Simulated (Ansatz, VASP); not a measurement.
## Hg: VASP beside Ansatz

File INCAR:

```
SYSTEM = Hg
ALGO = Normal
EDIFF = 1E-6
ENCUT = 520
GGA = PE
ISIF = 2
ISMEAR = -1
LASPH = .TRUE.
LCHARG = .TRUE.
LELF = .TRUE.
LREAL = .FALSE.
LVHAR = .TRUE.
LWAVE = .FALSE.
NBANDS = 19
NELM = 80
PREC = Accurate
SIGMA = 0.1
```

KPOINTS

```
k-points
0
G
  11 11 7
  0 0 0
```

The input POSCAR:

```
Hg
1.0
    3.4830697638      0.0000000000      0.0000000000
   -1.7415348819      3.0164268986      0.0000000000
    0.0000000000      0.0000000000      5.4677960483
Hg
2
Direct
    0.3333333333      0.6666666667      0.2500000000
    0.6666666667      0.3333333333      0.7500000000
```

Input for Ansatz:

```yaml
crystal:
  lattice:
    - [3.4830697638, 0.0, 0.0]
    - [-1.7415348819, 3.0164268986, 0.0]
    - [0.0, 0.0, 5.4677960483]
  atoms:
    - { symbol: Hg, position: [0.3333333333, 0.6666666667, 0.25] }
    - { symbol: Hg, position: [0.6666666667, 0.3333333333, 0.75] }
hamiltonian:
  xc: pbe
  pseudopotentials:
    kind: paw
    azcp:
      Hg: "pseudopotentials/Hg.paw.azcp"
basis:
  ecutwfc: 420
  fft_grid_basis: typed
kpoints:
  mp_grid: { grid: [11, 11, 7], shift: [0, 0, 0] }
magnetization:
  spin_polarized: false
scf:
  occupations: { method: fermi_dirac, width: 0.1 }
  lower_state_search: "off"
output:
  stress: true
```

Alike in both runs: task single point; functional PBE; k mesh 11 × 11 × 7; occupations fermi-dirac, width 0.1 eV; no spin polarisation.

```csv
,VASP,Ansatz
version,VASP 6.6.1,Ansatz 0.2.0
potentials or method,"VASP PAW PBE potentials, release 64 (Hg), cutoff 520 eV","plane waves (420 eV) with PAW, scalar-relativistic"
valence electrons in the cell,24,40
```

```csv
,VASP,Ansatz,Ansatz less VASP
pressure (GPa),0.8,0.7,-0.09
"traceless stress, the component that is largest in VASP (GPa)",0.08,0.07,-0.014
```

The functional is the same, so the differences come from potentials, cutoffs and numerics. VASP's potentials hold 24 valence electrons a cell and Ansatz's 40, so a difference there can come from the potentials and not from the codes.

Spin-orbit coupling is off throughout.
